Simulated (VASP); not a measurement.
Input of a VASP 6.6.1 run:

The input POSCAR:

```
CdS
1.0
    0.0000000000      2.8273945987      2.6531737377
    2.8273945987      0.0000000000      2.6531737377
    2.8273945987      2.8273945987      0.0000000000
Cd S
1 1
Direct
    0.0000000000      0.0000000000      0.0000000000
    0.5000000000      0.5000000000      0.5000000000
```

Contents of INCAR.step1:

```
SYSTEM = CdS
PREC     = Accurate       ! precision mode
ENCUT    = 520            ! plane-wave cutoff, eV
EDIFF    = 1E-5           ! SCF threshold, eV
ISMEAR   = -1             ! smearing method
SIGMA    = 0.02           ! smearing width, eV
LREAL    = .FALSE.        ! projectors in reciprocal space
LASPH    = .TRUE.         ! aspherical terms in the spheres
NELM     = 60             ! most SCF steps
ALGO     = Normal         ! electronic algorithm
ISIF     = 2              ! what is computed and relaxed
LWAVE    = .TRUE.         ! write WAVECAR
LCHARG   = .FALSE.        ! write CHGCAR
NBANDS   = 16             ! bands
GGA      = PE             ! functional
```

File INCAR.step2:

```
SYSTEM = CdS
PREC     = Accurate       ! precision mode
ENCUT    = 520            ! plane-wave cutoff, eV
EDIFF    = 1E-7           ! SCF threshold, eV
ISMEAR   = -1             ! smearing method
SIGMA    = 0.02           ! smearing width, eV
LREAL    = .FALSE.        ! projectors in reciprocal space
LASPH    = .TRUE.         ! aspherical terms in the spheres
NELM     = 60             ! most SCF steps
ALGO     = Normal         ! electronic algorithm
ISIF     = 2              ! what is computed and relaxed
LWAVE    = .FALSE.        ! write WAVECAR
LCHARG   = .FALSE.        ! write CHGCAR
GGA      = PE             ! functional
LHFCALC  = .TRUE.         ! exact exchange
HFSCREEN = 0.2079         ! screening, 1/A
PRECFOCK = Normal       
NBANDS   = 16             ! bands
ISTART   = 1
```

The input KPOINTS:

```
Automatic mesh
0
G
  6 6 6
  0 0 0
```

Potentials or basis: VASP PAW PBE potentials, release 64 (Cd, S).

Launch:

```bash
$ cat potpaw_PBE.64/Cd/POTCAR potpaw_PBE.64/S/POTCAR > POTCAR
$ cp INCAR.step1 INCAR
$ mpirun -np 1 vasp_std > vasp.out
$ cp INCAR.step2 INCAR
$ mpirun -np 1 vasp_std > vasp.out
```

Question: Predict the band gap on the k mesh.

Answer: 0.92 eV (least direct gap 2.35 eV).

Question: What does it give for the pressure?

Answer: -2.4 GPa.

Stress tensor (GPa, compression positive):
```
-3.70  0.00  0.00
 0.00 -3.70  0.00
 0.00  0.00  0.32
```

Caveat: the cell differs from its parent crystal (epitaxial xy strain +3.7%); the structure was generated, so it needn't be the stable form of CdS; the PAW data sets were made with another functional, which shifts forces and pressure a little. A k mesh can miss the band edges.
